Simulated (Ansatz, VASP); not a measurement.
# Two plane-wave programs on ZrS

INCAR

```
PREC     = Accurate       # precision mode
ENCUT    = 520            # plane-wave cutoff, eV
EDIFF    = 1E-7           # SCF threshold, eV
ISMEAR   = 0              # smearing method
SIGMA    = 0.15           # smearing width, eV
LREAL    = F              # projectors in reciprocal space
LASPH    = T              # aspherical terms in the spheres
NELM     = 80             # most SCF steps
ALGO     = Normal         # electronic algorithm
ISIF     = 2              # what is computed and relaxed
LWAVE    = F              # write WAVECAR
LCHARG   = T              # write CHGCAR
GGA      = PS             # functional
LELF     = T              # ELF
LVHAR    = T            
NBANDS   = 16             # bands
```

File KPOINTS:

```
regular mesh
0
Gamma
  16 16 16
```

Contents of POSCAR:

```
ZrS
1.0
   -0.2153787018      2.6111134483      2.6111134483
    2.6111134483     -0.2153787018      2.6111134483
    2.6111134483      2.6111134483     -0.2153787018
Zr S
1 1
Direct
    0.0000000000      0.0000000000      0.0000000000
    0.5000000000      0.5000000000      0.5000000000
```

Input for Ansatz:

```yaml
crystal:
  lattice:
    - [-0.2153787018, 2.6111134483, 2.6111134483]
    - [2.6111134483, -0.2153787018, 2.6111134483]
    - [2.6111134483, 2.6111134483, -0.2153787018]
  atoms:
    - { symbol: Zr, position: [0.0, 0.0, 0.0] }
    - { symbol: S, position: [0.5, 0.5, 0.5] }
basis:
  ecutwfc: 420
kpoints:
  mp_grid: { grid: [16, 16, 16] }
hamiltonian:
  xc: pbesol
  pseudopotentials: { kind: paw, azcp: { folder: soft_1 } }
scf:
  occupations: { method: gaussian, width: 0.15 }
output:
  forces: true
  stress: true
  eigenvalues: true
```

Alike in both runs: task single point; functional PBEsol; k mesh 16 × 16 × 16; occupations gaussian, width 0.15 eV; no spin polarisation.

|  | VASP | Ansatz |
| --- | --- | --- |
| version | VASP 6.6.1 | Ansatz 0.2.0 |
| potentials or method | VASP PAW PBE potentials, release 64 (Zr_sv, S), cutoff 520 eV | scalar-relativistic, plane waves, PAW |
| valence electrons in the cell | 18 | 18 |

|  | VASP | Ansatz | Ansatz less VASP |
| --- | --- | --- | --- |
| gap on the k mesh at the Fermi level (eV) | none | none | - |
| pressure (GPa) | -15.4 | -15.5 | -0.10 |
| traceless stress, the component that is largest in VASP (GPa) | 1.84 | 1.86 | +0.023 |

VASP's potentials were made for PBE, not for PBEsol, and Ansatz warns of the same on its side. A gap of «none» marks a metal or a gap that the smearing closes.
